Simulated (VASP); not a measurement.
Sn2TeSe: single point with PBE

Sn2TeSe:

```
Se Sn Te
1.0
     4.40859    0.00000    0.00000
     0.00000    4.40859    0.00000
     0.00000    0.00000    6.26778
Se Sn Te
1 2 1
Direct
  0.00000 0.00000 0.00000
  0.00000 0.00000 0.50000
  0.50000 0.50000 0.00000
  0.50000 0.50000 0.50000
```

* Program: VASP 6.6.1
* Task: single point
* Functional: PBE
* Potentials or basis: VASP PAW PBE potentials, release 64 (Se, Sn_d, Te)
* Cutoff: 520 eV
* k mesh: 6 × 6 × 4
* Occupations: fermi-dirac, width 0.02 eV
* Spin: no spin polarisation

The pressure is 0.0 GPa and the band gap on the k mesh is 0.15 eV, direct.

Levels at points of the mesh, in eV from the valence-band top:
| k point | band 16 | band 17 | band 18 | band 19 | band 20 | band 21 | band 22 | band 23 | band 24 | band 25 |
| --- | --- | --- | --- | --- | --- | --- | --- | --- | --- | --- |
| (0.00, 0.00, 0.00) | -3.66 | -3.66 | -2.24 | -2.24 | -2.19 | 2.51 | 3.32 | 3.49 | 3.49 | 4.80 |
| (0.50, 0.00, 0.00) | -3.85 | -2.17 | -1.97 | -1.11 | -0.83 | 0.87 | 0.96 | 0.97 | 1.39 | 3.28 |
| (0.50, 0.50, 0.00) | -5.45 | -3.75 | -3.68 | -3.68 | -3.54 | 2.54 | 2.54 | 4.15 | 4.47 | 4.47 |
| (0.00, 0.00, 0.50) | -3.09 | -2.97 | -2.97 | -2.11 | -1.90 | 1.69 | 1.91 | 3.06 | 3.61 | 3.61 |
| (0.50, 0.00, 0.50) | -2.00 | -1.91 | -1.81 | -0.52 | 0.00 | 0.15 | 0.24 | 0.45 | 0.48 | 0.84 |
| (0.50, 0.50, 0.50) | -4.93 | -4.49 | -4.49 | -1.27 | -0.74 | 0.86 | 1.02 | 3.84 | 3.84 | 5.15 |

Run time: 72 s on 1 thread of Intel(R) Xeon(R) Platinum 8259CL CPU @ 2.50GHz (Skylake/Cascade Lake), with other jobs on the host, peak memory 0.29 GiB.

Caveat: spin-orbit coupling is left out, which moves the levels of the heavy elements. A k mesh can miss the band edges.
